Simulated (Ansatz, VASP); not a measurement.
One calculation of GaAs, two programs

```
As Ga
1.0
     0.00000    2.82685    2.82685
     2.82685    0.00000    2.82685
     2.82685    2.82685    0.00000
As Ga
1 1
Direct
  0.75000 0.75000 0.75000
  0.00000 0.00000 0.00000
```

Alike in both runs: functional PBE; k mesh 8 × 8 × 8; occupations fermi-dirac, width 0.05 eV; non-collinear spin, spin-orbit coupling.

|  | VASP | Ansatz |
| --- | --- | --- |
| version | VASP 6.6.1 | Ansatz 0.2.0 |
| potentials or method | VASP PAW PBE potentials, release 64 (As, Ga_d) | Ansatz PAW |
| plane-wave cutoff (eV) | 520 | 420 |
| valence electrons in the cell | 18 | 28 |
| task | single point | band structure |

|  | VASP | Ansatz | Ansatz less VASP |
| --- | --- | --- | --- |
| pressure (GPa) | 3.4 | 3.3 | -0.17 |
| net moment per atom (μB) | 0.00 | 0.00 | 0.000 |

VASP's potentials hold 18 valence electrons a cell and Ansatz's 28, so a difference there can come from the potentials and not from the codes.
